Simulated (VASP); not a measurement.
Write the native input for VASP 6.6.1 that does the following.

```
Task                   : single point
Functional             : PBE
Potentials or basis    : VASP PAW PBE potentials, release 64 (Al, N)
Cutoff                 : 520 eV
k mesh                 : 6 × 6 × 6
Occupations            : gaussian, width 0.01 eV
Spin                   : no spin polarisation
Dipole correction      : no
Further INCAR settings : ALGO = Normal; EDIFF = 1e-06; NBANDS = 11
```

The structure of AlN lies in POSCAR:

```
AlN
1.0
    0.0066516678      2.1953784256      2.1954613904
    2.1713914119     -0.0629738784      2.2650677013
    2.1697336973      2.2635057043     -0.0615040932
Al N
1 1
Direct
   -0.0030438194     -0.0173067510     -0.0039803551
    0.7485865645      0.7349416558      0.7449596404
```

These files were run (other wordings do the same):

INCAR

```
PREC = Accurate ; ENCUT = 520
EDIFF = 1E-6 ; ISMEAR = 0
SIGMA = 0.01 ; LREAL = F
LASPH = T ; NELM = 100
ALGO = Normal ; ISIF = 2
LWAVE = F ; LCHARG = T
GGA = PE ; LELF = T
LVHAR = T ; NBANDS = 11
```

KPOINTS

```
Automatic mesh
0
Gamma
  6 6 6
```

Potentials or basis: VASP PAW PBE potentials, release 64 (Al, N).

Launch:

```bash
$ cat potpaw_PBE.64/Al/POTCAR potpaw_PBE.64/N/POTCAR > POTCAR
$ mpirun -np 1 vasp_std > vasp.out
```

It gave:

| Property | Result |
| --- | --- |
| Pressure | -6.3 GPa |
| Largest force | 0.403 eV/Å |
| Band gap on the k mesh | 3.01 eV, indirect (least direct gap 3.49 eV) |

Wall time 6.9 s on 1 thread of Intel(R) Xeon(R) 6975P-C (Granite Rapids), with other jobs on the host, peak memory 0.15 GiB.
